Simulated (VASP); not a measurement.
# CdTe: single point with PBE

The system is CdTe.

```xyz
2
Lattice="0.0000 3.2050 3.2050 3.2050 0.0000 3.2050 3.2050 3.2050 0.0000" Properties=species:S:1:pos:R:3 pbc="T T T"
Te    4.8075    4.8075    4.8075
Cd    0.0000    0.0000    0.0000
```

```
Program                : VASP 6.6.1
Task                   : single point
Functional             : PBE
Potentials or basis    : VASP PAW PBE potentials, release 64 (Te, Cd)
Cutoff                 : 520 eV
k mesh                 : 7 × 7 × 7
Occupations            : gaussian, width 0.021 eV
Spin                   : no spin polarisation
Dipole correction      : no
Further INCAR settings : ALGO = Normal; EDIFF = 1e-06; NBANDS = 16
```

The pressure is 4.4 GPa. The band gap on the k mesh is 0.87 eV.

Levels at points of the mesh, in eV from the valence-band top:
```
           k point  band 7  band 8  band 9  band 10  band 11  band 12
(0.00, 0.00, 0.00)    0.00    0.00    0.00     0.87     4.58     4.58
```

Wall time 42 s on 1 thread of Intel Xeon 8259CL, with other jobs on the host, peak memory 0.21 GiB.

Caveat: the cell stands under pressure; spin-orbit coupling is left out, which moves the levels of the heavy elements.
